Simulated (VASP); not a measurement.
# Li4Nb3FeO12 (P1) in VASP: single point with PBEsol+U

Aim: the single point of Li4Nb3FeO12 with PBEsol+U.

Everything below comes from runs of VASP 6.6.1. Logs are shortened: lines on timing, memory, paths and dates and some standing lists are left out, and cuts for length are marked.

## 1. The cell of the first run

The typed cell holds 20 atoms: a = 10.994 Å, b = 5.497 Å, c = 5.497 Å, α = 55.88°, β = 55.88°, γ = 55.88°.

## 2. Single point, PBEsol+U

File INCAR:

```
SYSTEM = Li4Nb3FeO12
ALGO     = Normal         ! electronic algorithm
EDIFF    = 1E-7           ! SCF threshold, eV
ENCUT    = 520            ! plane-wave cutoff, eV
GGA      = PS             ! functional
ISIF     = 2              ! what is computed and relaxed
ISMEAR   = 0              ! smearing method
LASPH    = .TRUE.         ! aspherical terms in the spheres
LCHARG   = .FALSE.        ! write CHGCAR
LDAU     = .TRUE.         ! DFT+U
LDAUJ    = 0 0 0 0      
LDAUL    = -1 2 -1 -1     ! shell
LDAUPRINT= 1            
LDAUTYPE = 2            
LDAUU    = 0 4 0 0        ! U, eV
LMAXMIX  = 4              ! l up to which the mixer works
LREAL    = Auto         
LWAVE    = .FALSE.        ! write WAVECAR
NBANDS   = 82             ! bands
NELM     = 150            ! most SCF steps
PREC     = Accurate       ! precision mode
SIGMA    = 0.05           ! smearing width, eV
```

File KPOINTS:

```
k-points
0
G
  2 4 4
  0 0 0
```

File POSCAR:

```
Li4Nb3FeO12
1.0
    5.1516015000      2.9742785000      9.2460000000
   -2.5758008000      1.4871393000      4.6230000000
    0.0000000000     -2.9742785000      4.6230000000
Li Fe Nb O
4 1 3 12
Direct
    0.1345288461      0.2887421678      0.2946669758
    0.6526673053      0.2697027240      0.2753589414
    0.3854382909      0.7856548798      0.7816133924
    0.8929599017      0.7781423793      0.7810967820
    0.9972103303      0.9976926322      0.9961939019
    0.5008326418      0.9958190093      0.9986100141
    0.2425697887      0.5037020758      0.5061052518
    0.7567926026      0.4954244722      0.4931481108
    0.0539745833      0.3362289600      0.7358956739
    0.5644080411      0.3471632838      0.7155994850
    0.3587598099      0.1235174796      0.3487372769
    0.8688964847      0.1140260608      0.3329832896
    0.1628957520      0.7375226160      0.1221508599
    0.6790272395      0.7197976437      0.1135374178
    0.1071754069      0.8541460929      0.6342251239
    0.6126590053      0.8503347816      0.6127839093
    0.4224607075      0.6190124443      0.2193534704
    0.9282267635      0.6308070978      0.2205128294
    0.3059205144      0.2252757534      0.8536038340
    0.8162359845      0.2145674459      0.8511034596
```

Potentials or basis: VASP PAW PBE potentials, release 64 (Li_sv, Fe, Nb_sv, O).

On the command line:

```bash
$ cat potpaw_PBE.64/Li_sv/POTCAR potpaw_PBE.64/Fe/POTCAR potpaw_PBE.64/Nb_sv/POTCAR potpaw_PBE.64/O/POTCAR > POTCAR
$ mpirun -np 1 vasp_std > vasp.out
```

OUTCAR:

```text
SYSTEM = Li4Nb3FeO12
   EDIFF = 1E-7
   ENCUT = 520
   GGA = PS
   ISIF = 2
   ISMEAR = 0
   LASPH = .TRUE.
   LREAL = Auto
   NELM = 150
   PREC = Accurate

 ion  position               nearest neighbor table
   1  0.135  0.289  0.295-  18 2.06  15 2.11  19 2.15   9 2.19  13 2.23  11 2.24
   2  0.653  0.270  0.275-  20 2.06  16 2.09  12 2.18  17 2.22  10 2.24  14 2.25
   3  0.385  0.786  0.782-  11 2.10  13 2.14  10 2.16  17 2.24  19 2.25
   4  0.893  0.778  0.781-  14 2.08   9 2.11  12 2.15  15 2.23  20 2.24  18 2.27
   5  0.997  0.998  0.996-  12 1.79   9 1.79  13 1.80  15 2.01  18 2.01  20 2.02
   6  0.501  0.996  0.999-  14 1.88  11 1.88  10 1.89  17 2.12  16 2.13  19 2.14
   7  0.243  0.504  0.506-  19 1.87  15 1.88  17 1.89  11 2.13   9 2.15  13 2.15
   8  0.757  0.495  0.493-  18 1.87  16 1.88  20 1.89  14 2.13  10 2.13  12 2.16
   9  0.054  0.336  0.736-   5 1.79   4 2.11   7 2.15   1 2.19
  10  0.564  0.347  0.716-   6 1.89   8 2.13   3 2.16   2 2.24
  11  0.359  0.124  0.349-   6 1.88   3 2.10   7 2.13   1 2.24
  12  0.869  0.114  0.333-   5 1.79   4 2.15   8 2.16   2 2.18
  13  0.163  0.738  0.122-   5 1.80   3 2.14   7 2.15   1 2.23
  14  0.679  0.720  0.114-   6 1.88   4 2.08   8 2.13   2 2.25
  15  0.107  0.854  0.634-   7 1.88   5 2.01   1 2.11   4 2.23
  16  0.613  0.850  0.613-   8 1.88   2 2.09   6 2.13
  17  0.422  0.619  0.219-   7 1.89   6 2.12   2 2.22   3 2.24
  18  0.928  0.631  0.221-   8 1.87   5 2.01   1 2.06   4 2.27
  19  0.306  0.225  0.854-   7 1.87   6 2.14   1 2.15   3 2.25
  20  0.816  0.215  0.851-   8 1.89   5 2.02   2 2.06   4 2.24

  LATTYP: Found a base centered monoclinic cell.
 ALAT       =     9.7126128699
 B/A-ratio  =     0.5304032623
 C/A-ratio  =     0.9186853905
 COS(beta)  =    -0.3062284648

  Lattice vectors:

 A1 = (  -2.5758008000,   1.4871393000,   4.6230000000)
 A2 = (   0.0000000000,  -2.9742785000,   4.6230000000)
 A3 = (   7.7274023000,   4.4614177000,   0.0000000000)

Analysis of symmetry for initial positions (statically):
=====================================================================
 Subroutine PRICEL returns:
 Original cell was already a primitive cell.

 Routine SETGRP: Setting up the symmetry group for a
 base centered monoclinic supercell.

 Subroutine GETGRP returns: Found  1 space group operations
 (whereof  1 operations were pure point group operations)
 out of a pool of  4 trial point group operations.

The static configuration has the point symmetry C_1 .

Analysis of symmetry for dynamics (positions and initial velocities):
=====================================================================
 Subroutine PRICEL returns:
 Original cell was already a primitive cell.

 Routine SETGRP: Setting up the symmetry group for a
 base centered monoclinic supercell.

 Subroutine GETGRP returns: Found  1 space group operations
 (whereof  1 operations were pure point group operations)
 out of a pool of  4 trial point group operations.

The dynamic configuration has the point symmetry C_1 .

 Subroutine INISYM returns: Found  1 space group operations
 (whereof  1 operations are pure point group operations),
 and found     1 'primitive' translations

----------------------------------------------------------------------------------------

                                     Primitive cell

  volume of cell :     212.5049

  direct lattice vectors                    reciprocal lattice vectors
     5.151601500  2.974278500  9.246000000     0.097057196  0.056035999  0.036051626
    -2.575800800  1.487139300  4.623000000    -0.194114390  0.112071996  0.072103251
     0.000000000 -2.974278500  4.623000000    -0.000000002 -0.224143994  0.072103253

  length of vectors
    10.994264260  5.497132167  5.497132125     0.117727874  0.235455744  0.235455748

  position of ions in fractional coordinates (direct lattice)
     0.134528846  0.288742168  0.294666976
     0.652667305  0.269702724  0.275358941
     0.385438291  0.785654880  0.781613392
     0.892959902  0.778142379  0.781096782
     0.997210330  0.997692632  0.996193902
     0.500832642  0.995819009  0.998610014
[... 12 lines left out ...]
     0.305920514  0.225275753  0.853603834
     0.816235984  0.214567446  0.851103460

[... 96 lines left out ...]
   NGX,Y,Z   is equivalent  to a cutoff of  12.70, 12.70, 12.70 a.u.
   NGXF,Y,Z  is equivalent  to a cutoff of  25.40, 25.40, 25.40 a.u.
 SYSTEM =  Li4Nb3FeO12
   PREC   = accura    normal or accurate (medium, high low for compatibility)
   ISTART =      0    job   : 0-new  1-cont  2-samecut
   ICHARG =      2    charge: 1-file 2-atom 10-const
   ISPIN  =      1    spin polarized calculation?
   LNONCOLLINEAR =      F non collinear calculations
   LSORBIT =      F    spin-orbit coupling
   LASPH  =      T    aspherical Exc in radial PAW
   ENCUT  =  520.0 eV  38.22 Ry    6.18 a.u.  20.44 10.22 10.22*2*pi/ulx,y,z
   NELM   =    150;   NELMIN=  2; NELMDL= -5     # of ELM steps
   EDIFF  = 0.1E-06   stopping-criterion for ELM
   LREAL  =      T    real-space projection
   EDIFFG = 0.1E-05   stopping-criterion for IOM
   NSW    =      0    number of steps for IOM
   IBRION =     -1    ionic relax: 0-MD 1-quasi-New 2-CG
   NFREE  =      0    steps in history (QN), initial steepest desc. (CG)
   ISIF   =      2    stress and relaxation
   ISYM   =      2    0-nonsym 1-usesym 2-fastsym
   POTIM  = 0.5000    time-step for ionic-motion
   TEBEG  =    0.0;   TEEND  =   0.0 temperature during run
   PSTRESS=    0.0 pullay stress
   NELECT =     131.0000    total number of electrons
   NUPDOWN=      -1.0000    fix difference up-down
   EMIN   =  10.00;   EMAX   =-10.00  energy-range for DOS
   EFERMI =   0.00;   METHOD = LEGACY
   ISMEAR =     0;   SIGMA  =   0.05  broadening in eV -4-tet -1-fermi 0-gaus
   EFERMI_NEDOS =   21; number of points for ismear=-14 and -15
   IALGO  =     38    algorithm
   IMIX   =      4    mixing-type and parameters
     AMIX     =   0.40;   BMIX     =  1.00
     AMIX_MAG =   1.60;   BMIX_MAG =  1.00
  volume/ion in A,a.u.               =      10.63        71.70
  Fermi-wavevector in a.u.,A,eV,Ry     =   1.393292  2.632941 26.412494  1.941264
  Thomas-Fermi vector in A             =   2.516952
   LORBIT       =      0    0 simple, 1 ext, 2 COOP (PROOUT), +10 PAW based schemes
 LDA+U is selected, type is set to LDAUTYPE =  2
   angular momentum for each species LDAUL =    -1    2   -1   -1
   U (eV)           for each species LDAUU =   0.0  4.0  0.0  0.0
   J (eV)           for each species LDAUJ =   0.0  0.0  0.0  0.0
   GGA     = PS    functional components
   LHFCALC =     F    Hartree Fock is set to
   AEXX    =    0.0000 exact exchange contribution
   IVDW    =     0    specifies the selected vdW correction
   LEPSILON=     F    determine dielectric tensor
   LRPA    =     F    only Hartree local field effects (RPA)
 non-spin polarized calculation
 Gauss-broadening in eV      SIGMA  =   0.05
  energy-cutoff  :      520.00
  volume of cell :      212.50
 maximum number of plane-waves:      5742
 NGX is ok and might be reduce to    84
   NGX = 41   NGY = 21   NGZ = 21

atom =   5  type =  2  l = 2

 onsite density matrix

spin component  1

  0.7135  0.1953 -0.0109  0.1164 -0.0140
  0.1953  0.6731 -0.0028  0.0150  0.0784
 -0.0109 -0.0028  0.4028 -0.0341  0.0235
  0.1164  0.0150 -0.0341  0.6842 -0.1647
 -0.0140  0.0784  0.0235 -0.1647  0.6258

spin component  2

  0.7135  0.1953 -0.0109  0.1164 -0.0140
  0.1953  0.6731 -0.0028  0.0150  0.0784
 -0.0109 -0.0028  0.4028 -0.0341  0.0235
  0.1164  0.0150 -0.0341  0.6842 -0.1647
 -0.0140  0.0784  0.0235 -0.1647  0.6258

 occupancies and eigenvectors

  o =  0.3985  v =  0.0294 -0.0374 -0.9925 -0.1043  0.0418  0.0000  0.0000  0.0000  0.0000  0.0000      0.0000  0.0000  0.0000  0.0000  0.0000  0.0000  0.0000  0.0000  0.0000  0.0000
  o =  0.3985  v =  0.0000  0.0000  0.0000  0.0000  0.0000  0.0294 -0.0374 -0.9925 -0.1043  0.0418      0.0000  0.0000  0.0000  0.0000  0.0000  0.0000  0.0000  0.0000  0.0000  0.0000
  o =  0.4626  v = -0.2374  0.5124 -0.0104 -0.4335 -0.7022  0.0000  0.0000  0.0000  0.0000  0.0000      0.0000  0.0000  0.0000  0.0000  0.0000  0.0000  0.0000  0.0000  0.0000  0.0000
  o =  0.4626  v =  0.0000  0.0000  0.0000  0.0000  0.0000 -0.2374  0.5124 -0.0104 -0.4335 -0.7022      0.0000  0.0000  0.0000  0.0000  0.0000  0.0000  0.0000  0.0000  0.0000  0.0000
  o =  0.4753  v =  0.0000  0.0000  0.0000  0.0000  0.0000  0.6449 -0.4932  0.0810 -0.5162 -0.2604      0.0000  0.0000  0.0000  0.0000  0.0000  0.0000  0.0000  0.0000  0.0000  0.0000
  o =  0.4753  v =  0.6449 -0.4932  0.0810 -0.5162 -0.2604  0.0000  0.0000  0.0000  0.0000  0.0000      0.0000  0.0000  0.0000  0.0000  0.0000  0.0000  0.0000  0.0000  0.0000  0.0000
  o =  0.8282  v =  0.0000  0.0000  0.0000  0.0000  0.0000 -0.1724 -0.4863 -0.0729  0.5620 -0.6424      0.0000  0.0000  0.0000  0.0000  0.0000  0.0000  0.0000  0.0000  0.0000  0.0000
  o =  0.8282  v = -0.1724 -0.4863 -0.0729  0.5620 -0.6424  0.0000  0.0000  0.0000  0.0000  0.0000      0.0000  0.0000  0.0000  0.0000  0.0000  0.0000  0.0000  0.0000  0.0000  0.0000
  o =  0.9350  v =  0.0000  0.0000  0.0000  0.0000  0.0000 -0.7051 -0.5063  0.0540 -0.4679  0.1570      0.0000  0.0000  0.0000  0.0000  0.0000  0.0000  0.0000  0.0000  0.0000  0.0000
  o =  0.9350  v = -0.7051 -0.5063  0.0540 -0.4679  0.1570  0.0000  0.0000  0.0000  0.0000  0.0000      0.0000  0.0000  0.0000  0.0000  0.0000  0.0000  0.0000  0.0000  0.0000  0.0000

 number of electron     131.0000008 magnetization

 Free energy of the ion-electron system (eV)
  ---------------------------------------------------
  ext. energy  EPLUGINS =         0.00000000
  ---------------------------------------------------
  free energy    TOTEN  =      -152.57161283 eV

  energy without entropy =     -152.55608749  energy(sigma->0) =     -152.56385016

 E-fermi :   3.1760     XC(G=0): -10.8921

 val. band max:        3.1759879872   @ k =   0.5000   0.5000   0.2500
 cond. band min:       3.1775705398   @ k =   0.0000   0.2500   0.2500
 fundamental gap:      0.0015825526
 Fermi energy:         3.1760238624

 k-point     1 :       0.0000    0.0000    0.0000
  band No.  band energies     occupation
      1     -51.4472      2.00000
      2     -51.4326      2.00000
      3     -51.3738      2.00000
      4     -39.4718      2.00000
      5     -39.2940      2.00000
      6     -39.2922      2.00000
[... 1589 lines left out ...]
     76       7.5918      0.00000
     77       7.6687      0.00000
 [bands above 77 left out]

------------------------ aborting loop because EDIFF is reached ----------------------------------------

  FORCE on cell =-STRESS in cart. coord.  units (eV):
  Direction    XX          YY          ZZ          XY          YZ          ZX
  --------------------------------------------------------------------------------------
  -------------------------------------------------------------------------------------
  Total       -7.6919796     -8.1682402    -10.1909215     -0.0025708     -0.0302230      0.0539960
  in kB      -57.9935454    -61.5843037    -76.8342742     -0.0193824     -0.2278659      0.4071018
  external PRESSURE =     -65.4707078 kB  Pullay stress =       0.0000000 kB

 VOLUME and BASIS-vectors are now :
 -----------------------------------------------------------------------------
  energy-cutoff  :      520.00
  volume of cell :      212.50
      direct lattice vectors                 reciprocal lattice vectors
     5.151601500  2.974278500  9.246000000     0.097057196  0.056035999  0.036051626
    -2.575800800  1.487139300  4.623000000    -0.194114390  0.112071996  0.072103251
     0.000000000 -2.974278500  4.623000000    -0.000000002 -0.224143994  0.072103253

 POSITION                                       TOTAL-FORCE (eV/Angst)
 -----------------------------------------------------------------------------------
     -0.05070     -0.04690      3.94095         0.018333      0.000053     -0.067385
      2.66758      1.52331      8.55438         0.012225      0.015452     -0.046693
     -0.03807     -0.00996     10.80924         0.030305     -0.000620     -0.006580
      2.59583      1.48992     15.46467        -0.015528     -0.020097      0.017740
      2.56737      1.48673     18.43794         0.047327     -0.084840      0.422643
      0.01506      0.00039     13.85094         0.000525      0.099138     -0.040636
[... 12 lines left out ...]
      0.99572     -1.29395      7.81620         0.026837     -0.146407      0.016136
      3.65224      0.21539     12.47351         0.056301      0.136207      0.061409
 -----------------------------------------------------------------------------------
    total drift:                               -0.006432      0.001706     -0.009136

  FREE ENERGIE OF THE ION-ELECTRON SYSTEM (eV)
  ---------------------------------------------------
  free  energy   TOTEN  =      -152.5716128349 eV

  energy  without entropy=     -152.5560874864  energy(sigma->0) =     -152.56385016
```

Run time: 1.6 h. Hardware: 1 thread of Intel Xeon 8259CL, shared host; peak memory 0.52 GiB.

Results:

```yaml
Free_energy: -152.5716 eV
Largest_force: 0.434 eV/Å
Band_gap_on_the_k_mesh: zero (an odd number of electrons rules out a gap without spin polarisation)
```

Forces on the atoms (eV/Å):
```
Li   0.018  0.000 -0.067
Li   0.012  0.015 -0.047
Li   0.030 -0.001 -0.007
Li  -0.016 -0.020  0.018
Fe   0.047 -0.085  0.423
Nb   0.001  0.099 -0.041
Nb  -0.176  0.159 -0.249
Nb   0.225 -0.183  0.031
O   -0.053 -0.310  0.105
O   -0.050 -0.087 -0.065
O    0.030 -0.028 -0.009
O    0.227  0.331 -0.055
O   -0.367  0.119 -0.177
O    0.058 -0.008 -0.024
O    0.092  0.001 -0.043
O   -0.118 -0.032  0.063
O    0.003  0.004  0.044
O   -0.048  0.035  0.024
O    0.027 -0.146  0.016
O    0.056  0.136  0.061
```

Levels at points of the mesh, in eV from the Fermi level:
```csv
k point,band 61,band 62,band 63,band 64,band 65,band 66,band 67,band 68,band 69,band 70
"(0.00, 0.00, 0.00)",-0.72,-0.62,-0.47,-0.41,-0.27,-0.11,0.48,2.17,2.34,3.30
"(0.50, 0.00, 0.00)",-0.74,-0.61,-0.53,-0.50,-0.28,-0.11,0.45,2.03,2.25,3.28
"(0.00, 0.50, 0.00)",-0.76,-0.71,-0.64,-0.54,-0.18,-0.01,0.55,2.16,2.49,3.23
"(0.00, 0.00, 0.50)",-0.79,-0.72,-0.68,-0.53,-0.15,0.02,0.54,2.17,2.46,3.30
"(0.50, 0.50, 0.00)",-0.95,-0.79,-0.72,-0.49,-0.10,-0.04,0.57,1.99,2.52,3.45
"(0.50, 0.00, 0.50)",-0.93,-0.76,-0.65,-0.49,-0.18,0.11,0.54,2.05,2.49,3.43
"(0.00, 0.50, 0.50)",-0.80,-0.78,-0.75,-0.54,-0.16,0.03,0.55,2.30,2.57,3.41
"(0.50, 0.50, 0.50)",-0.92,-0.89,-0.71,-0.47,-0.18,0.07,0.59,2.40,2.59,3.40
```

Eigenvalues of the final occupation matrices:
```tsv
site	spin	trace	eigenvalues
site 5 d	1	3.10	0.40 0.46 0.48 0.83 0.93
site 5 d	2	3.10	0.40 0.46 0.48 0.83 0.93
```

Caveat: the k points lie up to 0.37 Å⁻¹ apart, too coarse for converged energies and pressures of a metal; the cutoff is under 1.25 times the usual one of these potentials, so pressure, stress and relaxed cells hold a basis-set (Pulay) error; the PAW data sets were made with another functional, which shifts forces and pressure a little; an odd number of electrons without spin polarisation forces a metal; a magnetic or distorted state may lie lower; the run has no spin polarisation, though such a crystal can be magnetic; U without spin polarisation on a metal has little footing. Spin polarisation is off, so any magnetic state and its effect on volume and gap are missing.
